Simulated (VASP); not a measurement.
Te2Pt, 3 atoms in the cell. It takes space group P-3m1 (No. 164, trigonal). Conventional cell: a = 4.404 Å, b = 4.404 Å, c = 5.805 Å, α = 90.00°, β = 90.00°, γ = 120.00°. Te (site symmetry 3m) has 3 Pt at 2.94 Å and 6 Te at 3.83 to 3.88 Å within 3.9 Å. Pt (site symmetry -3m) has 6 Te at 2.94 Å within 3.9 Å. 

- Program: VASP 6.6.1
- Task: single point
- Functional: PBE
- Potentials or basis: VASP PAW PBE potentials, release 64 (Te, Pt)
- Cutoff: 500 eV
- k mesh: 12 × 12 × 8
- Occupations: gaussian, width 0.15 eV
- Spin: collinear spin
- Starting moments: [0.0, 0.0, 0.188] μB
- Fixed moment: 0.1875 μB
- Dipole correction: no
- Further INCAR settings: ALGO = Normal; EDIFF = 1e-06; NBANDS = 22

Potentials or basis: VASP PAW PBE potentials, release 64 (Te, Pt).

Launch:

```sh
$ cat potpaw_PBE.64/Te/POTCAR potpaw_PBE.64/Pt/POTCAR > POTCAR
$ mpirun -np 1 vasp_std > vasp.out
```

Hardware: 1 thread of Intel(R) Xeon(R) Platinum 8259CL CPU @ 2.50GHz (Skylake/Cascade Lake) (shared host).

Estimate the wall time of this run.

Run time: 8.1 min on 1 thread of Intel(R) Xeon(R) Platinum 8259CL CPU @ 2.50GHz (Skylake/Cascade Lake), on a shared host, peak memory 0.52 GiB. Counts: scf iterations 15, k points 131.
